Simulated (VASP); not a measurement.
# Ti (Im-3m) in VASP: further runs

The runs below take Ti through single point, relaxation of volume and atoms at fixed shape, with PBEsol.

Program: VASP 6.6.1. These are calculated values, not measurements. Logs are shortened: lines on timing, memory, paths and dates and some standing lists are left out, and cuts for length are marked.

**1. The cell of the first run**

Symmetry: Im-3m, No. 229, cubic system. The conventional cell has a = 3.206 Å, b = 3.206 Å, c = 3.206 Å, α = 90.00°, β = 90.00°, γ = 90.00°. Within 3.7 Å of Ti (site symmetry m-3m) lie 14 Ti at 2.78 to 3.21 Å.

This isn't the form of Ti at room conditions, which is hcp.

**2. Single point, PBEsol**

INCAR

```
SYSTEM = Ti
PREC = Accurate
ENCUT = 500
EDIFF = 1E-6
ISMEAR = 1
SIGMA = 0.05
LREAL = .FALSE.
LASPH = .TRUE.
NELM = 120
ALGO = Normal
ISIF = 2
LWAVE = .FALSE.
LCHARG = .FALSE.
GGA = PS
NBANDS = 12
GGA_COMPAT = .FALSE.
```

KPOINTS

```
regular mesh
0
G
  11 11 11
  0 0 0
```

POSCAR

```
Ti
1.0
   -1.6027512418      1.6027512418      1.6027512418
    1.6027512418     -1.6027512418      1.6027512418
    1.6027512418      1.6027512418     -1.6027512418
Ti
1
Direct
    0.0000000000      0.0000000000      0.0000000000
```

Potentials or basis: VASP PAW PBE potentials, release 64 (Ti_sv).

Command:

```console
$ cat potpaw_PBE.64/Ti_sv/POTCAR > POTCAR
$ mpirun -np 1 vasp_std > vasp.out
```

OUTCAR:

```text
SYSTEM = Ti
   PREC = Accurate
   ENCUT = 500
   EDIFF = 1E-6
   ISMEAR = 1
   LREAL = .FALSE.
   LASPH = .TRUE.
   NELM = 120
   ISIF = 2
   GGA = PS

 ion  position               nearest neighbor table
   1  0.000  0.000  0.000-

  LATTYP: Found a body centered cubic cell.
 ALAT       =     3.2055024836

  Lattice vectors:

 A1 = (  -1.6027512418,   1.6027512418,   1.6027512418)
 A2 = (   1.6027512418,  -1.6027512418,   1.6027512418)
 A3 = (   1.6027512418,   1.6027512418,  -1.6027512418)

Analysis of symmetry for initial positions (statically):
=====================================================================
 Subroutine PRICEL returns:
 Original cell was already a primitive cell.

 Routine SETGRP: Setting up the symmetry group for a
 body centered cubic supercell.

 Subroutine GETGRP returns: Found 48 space group operations
 (whereof 48 operations were pure point group operations)
 out of a pool of 48 trial point group operations.

The static configuration has the point symmetry O_h .

Analysis of symmetry for dynamics (positions and initial velocities):
=====================================================================
 Subroutine PRICEL returns:
 Original cell was already a primitive cell.

 Routine SETGRP: Setting up the symmetry group for a
 body centered cubic supercell.

 Subroutine GETGRP returns: Found 48 space group operations
 (whereof 48 operations were pure point group operations)
 out of a pool of 48 trial point group operations.

The dynamic configuration has the point symmetry O_h .

 Subroutine INISYM returns: Found 48 space group operations
 (whereof 48 operations are pure point group operations),
 and found     1 'primitive' translations

----------------------------------------------------------------------------------------

                                     Primitive cell

  volume of cell :      16.4687

  direct lattice vectors                    reciprocal lattice vectors
    -1.602751242  1.602751242  1.602751242     0.000000000  0.311963570  0.311963570
     1.602751242 -1.602751242  1.602751242     0.311963570  0.000000000  0.311963570
     1.602751242  1.602751242 -1.602751242     0.311963570  0.311963570  0.000000000

  length of vectors
     2.776046583  2.776046583  2.776046583     0.441183112  0.441183112  0.441183112

  position of ions in fractional coordinates (direct lattice)
     0.000000000  0.000000000  0.000000000

  ion indices of the primitive-cell ions
   primitive index   ion index
                 1           1

----------------------------------------------------------------------------------------

 KPOINTS: regular mesh

Automatic generation of k-mesh.
 Grid dimensions read from file:
 generate k-points for:   11   11   11

 Generating k-lattice:

  Cartesian coordinates                     Fractional coordinates (reciprocal lattice)
     0.000000000  0.028360325  0.028360325     0.090909091  0.000000000  0.000000000
     0.028360325  0.000000000  0.028360325     0.000000000  0.090909091  0.000000000
     0.028360325  0.028360325  0.000000000     0.000000000  0.000000000  0.090909091

  Length of vectors
     0.040107556  0.040107556  0.040107556

  Shift w.r.t. Gamma in fractional coordinates (k-lattice)
     0.000000000  0.000000000  0.000000000

 Subroutine IBZKPT returns following result:
 ===========================================

 Found     56 irreducible k-points:

 Following reciprocal coordinates:
            Coordinates               Weight
  0.000000  0.000000  0.000000      1.000000
  0.090909  0.000000  0.000000     12.000000
  0.181818  0.000000  0.000000     12.000000
  0.272727  0.000000  0.000000     12.000000
  0.363636  0.000000  0.000000     12.000000
  0.454545  0.000000  0.000000     12.000000
[... 16 lines left out ...]
  0.272727  0.181818  0.090909     48.000000
  0.363636  0.181818  0.090909     24.000000
 [... further k-points ...]
   k-points           NKPTS =     56   k-points in BZ     NKDIM =     56   number of bands    NBANDS=     12
   number of dos      NEDOS =    301   number of ions     NIONS =      1
   total plane-waves  NPLWV =   8000
   dimension x,y,z NGX =    20 NGY =   20 NGZ =   20
   dimension x,y,z NGXF=    40 NGYF=   40 NGZF=   40
   ions per type =               1
   NGX,Y,Z   is equivalent  to a cutoff of  11.98, 11.98, 11.98 a.u.
   NGXF,Y,Z  is equivalent  to a cutoff of  23.95, 23.95, 23.95 a.u.
 SYSTEM =  Ti
   PREC   = accura    normal or accurate (medium, high low for compatibility)
   ISTART =      0    job   : 0-new  1-cont  2-samecut
   ICHARG =      2    charge: 1-file 2-atom 10-const
   ISPIN  =      1    spin polarized calculation?
   LNONCOLLINEAR =      F non collinear calculations
   LSORBIT =      F    spin-orbit coupling
   LASPH  =      T    aspherical Exc in radial PAW
   ENCUT  =  500.0 eV  36.75 Ry    6.06 a.u.   5.06  5.06  5.06*2*pi/ulx,y,z
   NELM   =    120;   NELMIN=  2; NELMDL= -5     # of ELM steps
   EDIFF  = 0.1E-05   stopping-criterion for ELM
   LREAL  =      F    real-space projection
[... 7 lines left out ...]
   TEBEG  =    0.0;   TEEND  =   0.0 temperature during run
   PSTRESS=    0.0 pullay stress
   NELECT =      12.0000    total number of electrons
   NUPDOWN=      -1.0000    fix difference up-down
   EMIN   =  10.00;   EMAX   =-10.00  energy-range for DOS
   EFERMI =   0.00;   METHOD = LEGACY
   ISMEAR =     1;   SIGMA  =   0.05  broadening in eV -4-tet -1-fermi 0-gaus
   EFERMI_NEDOS =   21; number of points for ismear=-14 and -15
   IALGO  =     38    algorithm
   IMIX   =      4    mixing-type and parameters
     AMIX     =   0.40;   BMIX     =  1.00
     AMIX_MAG =   1.60;   BMIX_MAG =  1.00
  volume/ion in A,a.u.               =      16.47       111.14
  Fermi-wavevector in a.u.,A,eV,Ry     =   1.473157  2.783864 29.527261  2.170192
  Thomas-Fermi vector in A             =   2.588085
   LORBIT       =      0    0 simple, 1 ext, 2 COOP (PROOUT), +10 PAW based schemes
   GGA     = PS    functional components
   LHFCALC =     F    Hartree Fock is set to
   AEXX    =    0.0000 exact exchange contribution
   IVDW    =     0    specifies the selected vdW correction
   LEPSILON=     F    determine dielectric tensor
   LRPA    =     F    only Hartree local field effects (RPA)
 non-spin polarized calculation
 Methfessel and Paxton  Order N= 1 SIGMA  =   0.05
  energy-cutoff  :      500.00
  volume of cell :       16.47
 maximum number of plane-waves:       429
   NGX = 11   NGY = 11   NGZ = 11

 number of electron      12.0000005 magnetization

 Free energy of the ion-electron system (eV)
  ---------------------------------------------------
  ext. energy  EPLUGINS =         0.00000000
  ---------------------------------------------------
  free energy    TOTEN  =        -8.23385782 eV

  energy without entropy =       -8.23358367  energy(sigma->0) =       -8.23376644

 E-fermi :   8.4953     XC(G=0): -11.8856

 val. band max:        8.4923459274   @ k =   0.2727   0.0909   0.0909
 cond. band min:       8.5282524394   @ k =  -0.3636   0.3636   0.0909
 fundamental gap:      0.0359065120
 Fermi energy:         8.4953303675

 k-point     1 :       0.0000    0.0000    0.0000
  band No.  band energies     occupation
      1     -47.6581      2.00000
      2     -23.5408      2.00000
      3     -23.5408      2.00000
      4     -23.5408      2.00000
      5       2.4538      2.00000
      6       9.5605      0.00000
      7       9.5605      0.00000
      8       9.5605      0.00000
      9      11.4537      0.00000
     10      11.4537      0.00000
     11      26.3167      0.00000
     12      26.3167      0.00000

 k-point     2 :       0.0909    0.0000    0.0000
  band No.  band energies     occupation
      1     -47.6450      2.00000
      2     -23.6080      2.00000
      3     -23.5612      2.00000
      4     -23.5412      2.00000
      5       2.7498      2.00000
      6       9.4227     -0.00000
      7       9.5155      0.00000
      8       9.7812      0.00000
      9      11.3011      0.00000
     10      11.4625      0.00000
     11      25.9403      0.00000
     12      26.2837      0.00000

 k-point     3 :       0.1818    0.0000    0.0000
  band No.  band energies     occupation
      1     -47.6099      2.00000
      2     -23.7858      2.00000
      3     -23.6156      2.00000
      4     -23.5426      2.00000
      5       3.5737      2.00000
      6       9.0727     -0.00000
      7       9.2790     -0.00000
      8      10.4091      0.00000
      9      11.1113      0.00000
     10      11.5019      0.00000
     11      24.5880      0.00000
     12      25.6956      0.00000
[... 286 lines left out ...]
 k-point    23 :       0.2727    0.1818    0.0909
  band No.  band energies     occupation
      1     -47.4922      2.00000
      2     -24.2022      2.00000
      3     -23.8474      2.00000
      4     -23.6650      2.00000
      5       6.9215      2.00000
      6       7.9087      2.00000
      7       8.3234      2.00001
      8      11.5934      0.00000
      9      11.8417      0.00000
     10      14.5158      0.00000
     11      18.9729      0.00000
     12      20.5353      0.00000

 k-point    24 :       0.3636    0.1818    0.0909
  band No.  band energies     occupation
      1     -47.4828      2.00000
      2     -24.2046      2.00000
      3     -23.9008      2.00000
      4     -23.6705      2.00000
      5       6.9861      2.00000
      6       7.8699      2.00000
      7       8.6319     -0.00078
      8      11.6609      0.00000
      9      11.8720      0.00000
     10      15.2923      0.00000
     11      17.6926      0.00000
     12      20.2126      0.00000

 [... further k-points ...]

------------------------ aborting loop because EDIFF is reached ----------------------------------------

  FORCE on cell =-STRESS in cart. coord.  units (eV):
  Direction    XX          YY          ZZ          XY          YZ          ZX
  --------------------------------------------------------------------------------------
  -------------------------------------------------------------------------------------
  Total       -0.0281211     -0.0281211     -0.0281211     -0.0000000      0.0000000     -0.0000000
  in kB       -2.7358033     -2.7358033     -2.7358033     -0.0000000      0.0000000     -0.0000000
  external PRESSURE =      -2.7358033 kB  Pullay stress =       0.0000000 kB

 VOLUME and BASIS-vectors are now :
 -----------------------------------------------------------------------------
  energy-cutoff  :      500.00
  volume of cell :       16.47
      direct lattice vectors                 reciprocal lattice vectors
    -1.602751242  1.602751242  1.602751242     0.000000000  0.311963570  0.311963570
     1.602751242 -1.602751242  1.602751242     0.311963570  0.000000000  0.311963570
     1.602751242  1.602751242 -1.602751242     0.311963570  0.311963570  0.000000000

 POSITION                                       TOTAL-FORCE (eV/Angst)
 -----------------------------------------------------------------------------------
      0.00000      0.00000      0.00000         0.000000      0.000000     -0.000000
 -----------------------------------------------------------------------------------
    total drift:                                0.000000     -0.000000      0.000000

  FREE ENERGIE OF THE ION-ELECTRON SYSTEM (eV)
  ---------------------------------------------------
  free  energy   TOTEN  =        -8.2338578185 eV

  energy  without entropy=       -8.2335836736  energy(sigma->0) =       -8.23376644
```

Run time: 5 s. Hardware: 1 thread of AMD EPYC 9R45 (Zen 5), shared host; peak memory 0.1 GiB.

Results:

```
Free energy            : -8.2339 eV
Pressure               : -0.3 GPa
Band gap on the k mesh : zero (bands 6 and 7 overlap by 1.70 eV)
```

Caveat: the PAW data sets were made with another functional, which shifts forces and pressure a little.

**3. Relaxation of volume and atoms at fixed shape, PBEsol**

This run uses another cell than the first one, of 17.68 Å³/atom.

INCAR

```
SYSTEM = Ti
ALGO     = Normal         ! electronic algorithm
EDIFF    = 1E-7           ! SCF threshold, eV
EDIFFG   = -0.02          ! ionic threshold
ENCUT    = 500            ! plane-wave cutoff, eV
GGA      = PS             ! functional
GGA_COMPAT= .FALSE.      
IBRION   = 2              ! ionic algorithm
ISIF     = 8              ! what is computed and relaxed
ISMEAR   = 1              ! smearing method
LASPH    = .TRUE.         ! aspherical terms in the spheres
LCHARG   = .FALSE.        ! write CHGCAR
LREAL    = .FALSE.        ! projectors in reciprocal space
LWAVE    = .FALSE.        ! write WAVECAR
NELM     = 120            ! most SCF steps
NELMIN   = 4            
NSW      = 80             ! ionic steps
PREC     = Accurate       ! precision mode
SIGMA    = 0.05           ! smearing width, eV
```

KPOINTS

```
k-points
0
G
  11 11 11
  0 0 0
```

POSCAR

```
Ti
1.0
   -1.6410000000      1.6410000000      1.6410000000
    1.6410000000     -1.6410000000      1.6410000000
    1.6410000000      1.6410000000     -1.6410000000
Ti
1
Direct
    0.0000000000      0.0000000000      0.0000000000
```

Potentials or basis: VASP PAW PBE potentials, release 64 (Ti_sv).

Command:

```console
$ cat potpaw_PBE.64/Ti_sv/POTCAR > POTCAR
$ mpirun -np 1 vasp_std > vasp.out
```

OUTCAR:

```text
SYSTEM = Ti
   EDIFF = 1E-7
   EDIFFG = -0.02
   ENCUT = 500
   GGA = PS
   IBRION = 2
   ISIF = 8
   ISMEAR = 1
   LASPH = .TRUE.
   LREAL = .FALSE.
   NELM = 120
   NELMIN = 4
   NSW = 80
   PREC = Accurate

 ion  position               nearest neighbor table
   1  0.000  0.000  0.000-

  LATTYP: Found a body centered cubic cell.
 ALAT       =     3.2820000000

  Lattice vectors:

 A1 = (  -1.6410000000,   1.6410000000,   1.6410000000)
 A2 = (   1.6410000000,  -1.6410000000,   1.6410000000)
 A3 = (   1.6410000000,   1.6410000000,  -1.6410000000)

Analysis of symmetry for initial positions (statically):
=====================================================================
 Subroutine PRICEL returns:
 Original cell was already a primitive cell.

 Routine SETGRP: Setting up the symmetry group for a
 body centered cubic supercell.

 Subroutine GETGRP returns: Found 48 space group operations
 (whereof 48 operations were pure point group operations)
 out of a pool of 48 trial point group operations.

The static configuration has the point symmetry O_h .

Analysis of symmetry for dynamics (positions and initial velocities):
=====================================================================
 Subroutine PRICEL returns:
 Original cell was already a primitive cell.

 Routine SETGRP: Setting up the symmetry group for a
 body centered cubic supercell.

 Subroutine GETGRP returns: Found 48 space group operations
 (whereof 48 operations were pure point group operations)
 out of a pool of 48 trial point group operations.

The dynamic configuration has the point symmetry O_h .

 Subroutine INISYM returns: Found 48 space group operations
 (whereof 48 operations are pure point group operations),
 and found     1 'primitive' translations

----------------------------------------------------------------------------------------

                                     Primitive cell

[... 129 lines left out ...]

 number of electron      12.0000001 magnetization

 Free energy of the ion-electron system (eV)
  ---------------------------------------------------
  ext. energy  EPLUGINS =         0.00000000
  ---------------------------------------------------
  free energy    TOTEN  =        -8.20410242 eV

  energy without entropy =       -8.20335792  energy(sigma->0) =       -8.20385425

------------------------ aborting loop because EDIFF is reached ----------------------------------------

  FORCE on cell =-STRESS in cart. coord.  units (eV):
  Direction    XX          YY          ZZ          XY          YZ          ZX
  --------------------------------------------------------------------------------------
  -------------------------------------------------------------------------------------
  Total       -0.8135189     -0.8135189     -0.8135189     -0.0000000      0.0000000     -0.0000000
  in kB      -73.7381939    -73.7381939    -73.7381939     -0.0000000      0.0000000     -0.0000000
  external PRESSURE =     -73.7381939 kB  Pullay stress =       0.0000000 kB
[... 57 lines left out ...]
--------------------------------------- Ionic step        3  -------------------------------------------

 number of electron      12.0000002 magnetization

 Free energy of the ion-electron system (eV)
  ---------------------------------------------------
  ext. energy  EPLUGINS =         0.00000000
  ---------------------------------------------------
  free energy    TOTEN  =        -8.23448533 eV

  energy without entropy =       -8.23420406  energy(sigma->0) =       -8.23439157

 E-fermi :   8.5184     XC(G=0): -11.8963

 val. band max:        8.5170771415   @ k =   0.2727   0.0909   0.0909
 cond. band min:       8.5505144236   @ k =  -0.3636   0.3636   0.0909
 fundamental gap:      0.0334372822
 Fermi energy:         8.5183858098

 k-point     1 :       0.0000    0.0000    0.0000
  band No.  band energies     occupation
      1     -47.6304      2.00000
      2     -23.5102      2.00000
      3     -23.5102      2.00000
      4     -23.5102      2.00000
      5       2.4734      2.00000
      6       9.5858      0.00000
      7       9.5858      0.00000
      8       9.5858      0.00000
      9      11.4841      0.00000
     10      11.4841      0.00000
[... 287 lines left out ...]
 k-point    24 :       0.3636    0.1818    0.0909
  band No.  band energies     occupation
      1     -47.4537      2.00000
      2     -24.1786      2.00000
      3     -23.8727      2.00000
      4     -23.6408      2.00000
      5       7.0066      2.00000
      6       7.8911      2.00000
      7       8.6582     -0.00056
      8      11.6923      0.00000
      9      11.9040      0.00000
     10      15.3331      0.00000

 [... further k-points ...]

------------------------ aborting loop because EDIFF is reached ----------------------------------------

  FORCE on cell =-STRESS in cart. coord.  units (eV):
  Direction    XX          YY          ZZ          XY          YZ          ZX
  --------------------------------------------------------------------------------------
  -------------------------------------------------------------------------------------
  Total       -0.0000249     -0.0000249     -0.0000249      0.0000000     -0.0000000      0.0000000
  in kB       -0.0024296     -0.0024296     -0.0024296      0.0000000     -0.0000000      0.0000000
  external PRESSURE =      -0.0024296 kB  Pullay stress =       0.0000000 kB
[... 16 lines left out ...]
  FREE ENERGIE OF THE ION-ELECTRON SYSTEM (eV)
  ---------------------------------------------------
  free  energy   TOTEN  =        -8.2344853302 eV

  energy  without entropy=       -8.2342040569  energy(sigma->0) =       -8.23439157

 reached required accuracy - stopping structural energy minimisation
```

Run time: 18 s. Hardware: 1 thread of AMD EPYC 9R45 (Zen 5), shared host; peak memory 0.12 GiB.

What came out:

| Property | Result |
| --- | --- |
| Free energy | -8.2345 eV |
| Relaxed volume | 16.43 Å³/atom |
| Relaxed cell | a = 2.774 Å, b = 2.774 Å, c = 2.774 Å, α = 109.47°, β = 109.47°, γ = 109.47° |
| Space group after relaxing (to 0.1 Å) | Im-3m (No. 229) |
| Energy gained by relaxing | 30.4 meV/atom |
| Ionic steps | 3 |
| Pressure after relaxing | 0.0 GPa |
| Band gap on the k mesh | zero (bands 6 and 7 overlap by 1.70 eV) |

Step by step:
| step | energy change (eV) | largest force (eV/Å) | pressure (GPa) | volume (Å³) |
| --- | --- | --- | --- | --- |
| 1 | 0.0000 | 0.0000 | -7.37 | 17.68 |
| 2 | -0.0171 | 0.0000 | 5.84 | 15.68 |
| 3 | -0.0304 | 0.0000 | 0.00 | 16.43 |

Final structure:
```
Ti
1.0
    -1.60159    1.60159    1.60159
     1.60159   -1.60159    1.60159
     1.60159    1.60159   -1.60159
Ti
1
Direct
  0.00000 0.00000 0.00000
```

Caveat: the PAW data sets were made with another functional, which shifts forces and pressure a little.
